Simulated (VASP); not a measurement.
A run of VASP 6.6.1 is set up as follows.

File INCAR:

```
ALGO = Normal
EDIFF = 1E-6
ENCUT = 520
GGA = PS
ISIF = 2
ISMEAR = 0
LASPH = True
LCHARG = True
LELF = True
LREAL = False
LVHAR = True
LWAVE = False
NBANDS = 36
NELM = 80
PREC = Accurate
SIGMA = 0.05
```

Contents of KPOINTS:

```
k-points
0
Gamma
  9 9 2
```

The input POSCAR:

```
AlN
1.0
    2.0226209166     -2.0226209166      0.0000000000
    2.0226209166      0.0000000000     -2.0226209166
   10.4502080691      7.0791732081      6.7420697220
Al N
6 6
Direct
    0.5208333333      0.4722222222      0.2916666667
   -0.0625000000     -0.0833333333      0.1250000000
    0.1041666667      0.0277777778      0.4583333333
    0.2708333333      0.1388888889      0.7916666667
    0.6875000000      0.5833333333      0.6250000000
   -0.1458333333     -0.3055555556      0.9583333333
    0.8125000000     -0.2500000000      0.3750000000
    0.2291666667      0.1944444444      0.2083333333
    0.3958333333      0.3055555556      0.5416666667
    0.5625000000      0.4166666667      0.8750000000
   -0.0208333333     -0.1388888889      0.7083333333
    0.6458333333      0.6388888889      0.0416666667
```

Potentials or basis: VASP PAW PBE potentials, release 64 (Al, N).

Run with:

```sh
$ cat potpaw_PBE.64/Al/POTCAR potpaw_PBE.64/N/POTCAR > POTCAR
$ mpirun -np 1 vasp_std > vasp.out
```

(1) Estimate the pressure.

(2) Estimate the band gap on the k mesh.

(3) What does it give for the largest force?

Results:

(1) 31.9 GPa.

(2) 3.80 eV (least direct gap 4.40 eV).

(3) 45.078 eV/Å.

Caveat: the cell differs from its parent crystal (the part above a cut slid along it); atoms lie so close that the PAW spheres overlap strongly, which falsifies energies and pressures; the stress differs along the axes, from 10 to 58 GPa; the PAW data sets were made with another functional, which shifts forces and pressure a little.
